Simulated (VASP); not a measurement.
Wanted: the native input for a VASP 6.6.1 run.

```
Task                   : single point
Functional             : LDA
Potentials or basis    : VASP PAW LDA potentials, release 64 (Mg, O)
Cutoff                 : 520 eV
k mesh                 : 12 × 12 × 12
Occupations            : gaussian, width 0.05 eV
Spin                   : no spin polarisation
Dipole correction      : no
Further INCAR settings : ALGO = Normal; EDIFF = 1e-07; NBANDS = 14
```

The structure of MgO2 lies in POSCAR:

```
MgO2
1.0
    1.3640468636      0.7875328239      3.4939788749
   -1.3640468636      0.7875328239      3.4939788749
    0.0000000000     -1.5750656478      3.4939788749
Mg O
1 2
Direct
    0.0000000000      0.0000000000      0.0000000000
    0.4287860000      0.4287860000      0.4287860000
    0.5712140000      0.5712140000      0.5712140000
```

This cell differs from its parent crystal: strain -0.1500 x Voigt [1, 1, 0, 0, 0, 0].

The input as run:

INCAR

```
SYSTEM = MgO2
ALGO = Normal
EDIFF = 1E-7
ENCUT = 520
GGA = CA
ISIF = 2
ISMEAR = 0
LASPH = .True.
LCHARG = .False.
LREAL = .False.
LWAVE = .False.
NBANDS = 14
NELM = 100
PREC = Accurate
SIGMA = 0.05
```

KPOINTS

```
k-points
0
Gamma
  12 12 12
  0 0 0
```

Potentials or basis: VASP PAW LDA potentials, release 64 (Mg, O).

Run with:

```console
$ cat potpaw_LDA.64/Mg/POTCAR potpaw_LDA.64/O/POTCAR > POTCAR
$ mpirun -np 1 vasp_std > vasp.out
```

It gave:

- Pressure: 50.8 GPa
- Largest force: 3.508 eV/Å
- Band gap on the k mesh: 1.19 eV

Caveat: the cell differs from its parent crystal (strain -0.1500 x Voigt [1, 1, 0, 0, 0, 0]); the cell stands under pressure; forces of over 1 eV/Å act on the atoms, so gaps and moduli don't describe the material at rest.

It took 2.6 min on 1 thread of AMD EPYC 7R13 (shared host), peak memory 0.16 GiB.
